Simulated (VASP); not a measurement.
Set up this calculation in VASP 6.6.1, as the native input.

| Item | Value |
| --- | --- |
| Task | single point |
| Functional | PBEsol |
| Potentials or basis | VASP PAW PBE potentials, release 64 (Al, N) |
| Cutoff | 520 eV |
| k mesh | 2 × 2 × 2, shifted |
| Occupations | fermi-dirac, width 0.0388 eV |
| Spin | no spin polarisation |
| Dipole correction | no |
| Mended | yes |
| Further INCAR settings | LREAL = Auto; ALGO = Normal; EDIFF = 1e-06; NBANDS = 46; ISYM = -1 |

The structure of AlN lies in POSCAR:

```
AlN
1.0
   -4.3824988109      4.3824988109      0.0000000000
   -4.3824988109      0.0000000000      4.3824988109
    0.0000000000      4.3824988109      4.3824988109
Al N
8 8
Direct
   -0.0159897362      0.0120554511     -0.0077510574
    0.5152016230     -0.0048991457     -0.0230807821
    0.0047513989      0.5256770394     -0.0333188910
    0.0156411908      0.0099049656      0.4617086250
    0.4965900948      0.5094909540     -0.0051620094
    0.5032042438     -0.0029403317      0.4964010474
   -0.0024645757      0.5062276331      0.4792596851
    0.4919822213      0.5209684243      0.4979317951
    0.6299684539      0.6266762682      0.1163190276
    0.1041508554      0.6393233908      0.1133015710
    0.6264033645      0.1189572485      0.1241663771
    0.6285719903      0.6319638908      0.6306632630
    0.1392679214      0.1300213701      0.0902506805
    0.1337954727      0.6289958352      0.6055197308
    0.6390784392      0.1259373987      0.6106291446
    0.1213004322      0.1349903390      0.6025284008
```

This cell differs from its parent crystal: dynamics (nvt langevin) at 450 K, volume x 1.01, from the last frame before.

These files were run (other wordings do the same):

INCAR

```
  PREC = Accurate
  ENCUT = 520
  EDIFF = 1E-6
  ISMEAR = -1
  SIGMA = 0.0388
  LREAL = Auto
  LASPH = T
  NELM = 120
  ALGO = Normal
  ISIF = 2
  LWAVE = F
  LCHARG = F
  GGA = PS
  NBANDS = 46
  GGA_COMPAT = F
  ISYM = -1
```

KPOINTS

```
explicit points
4
Reciprocal
  0.25000000   0.25000000   0.25000000 2
  0.25000000   0.25000000   0.75000000 2
  0.25000000   0.75000000   0.25000000 2
  0.25000000   0.75000000   0.75000000 2
```

Potentials or basis: VASP PAW PBE potentials, release 64 (Al, N).

Launch:

```sh
$ cat potpaw_PBE.64/Al/POTCAR potpaw_PBE.64/N/POTCAR > POTCAR
$ mpirun -np 1 vasp_std > vasp.out
```

It gave:

```json
{"Pressure": "0.3 GPa", "Largest force": "2.337 eV/Å", "Band gap on the k mesh": "3.87 eV"}
```

Caveat: the atoms stand as in a frame of molecular dynamics; the PAW data sets were made with another functional, which shifts forces and pressure a little; a shifted mesh leaves out Γ, where band edges can lie.

Run time: 44 s on 1 thread of Intel(R) Xeon(R) Platinum 8488C (Sapphire Rapids) (shared host), peak memory 0.3 GiB.
